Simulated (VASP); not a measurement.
Set up this calculation in VASP 6.6.1, as the native input.

| Quantity | Value |
| --- | --- |
| Task | single point |
| Functional | PBE |
| Potentials or basis | VASP PAW PBE potentials, release 64 (Li_sv, S) |
| Cutoff | 750 eV |
| k mesh | 5 × 5 × 5 |
| Occupations | tetrahedron |
| Spin | no spin polarisation |
| Dipole correction | no |
| Further INCAR settings | ALGO = Normal; EDIFF = 1e-06; NBANDS = 13 |

The structure of Li2S lies in POSCAR:

```
Li2S
1.0
    0.0000000000      2.8525174904      2.8525174904
    2.8525174904      0.0000000000      2.8525174904
    2.8525174904      2.8525174904      0.0000000000
Li S
2 1
Direct
    0.2500000000      0.2500000000      0.2500000000
    0.7500000000      0.7500000000      0.7500000000
    0.0000000000      0.0000000000      0.0000000000
```

The input as run:

INCAR

```
PREC     = Accurate       # precision mode
ENCUT    = 750            # plane-wave cutoff, eV
EDIFF    = 1E-6           # SCF threshold, eV
ISMEAR   = -4             # smearing method
SIGMA    = 0.1            # smearing width, eV
LREAL    = False          # projectors in reciprocal space
LASPH    = True           # aspherical terms in the spheres
NELM     = 120            # most SCF steps
ALGO     = Normal         # electronic algorithm
ISIF     = 2              # what is computed and relaxed
LWAVE    = False          # write WAVECAR
LCHARG   = False          # write CHGCAR
GGA      = PE             # functional
NBANDS   = 13             # bands
GGA_COMPAT= False
```

KPOINTS

```
Automatic mesh
0
Gamma
  5 5 5
```

Potentials or basis: VASP PAW PBE potentials, release 64 (Li_sv, S).

Run with:

```sh
$ cat potpaw_PBE.64/Li_sv/POTCAR potpaw_PBE.64/S/POTCAR > POTCAR
$ mpirun -np 1 vasp_std > vasp.out
```

It gave:

```yaml
Pressure: -0.1 GPa
Band_gap_on_the_k_mesh: 3.68 eV, indirect (least direct gap 4.25 eV)
```

Run time: 13 s on 1 thread of Intel Xeon 8259CL, on a shared host, peak memory 0.19 GiB.
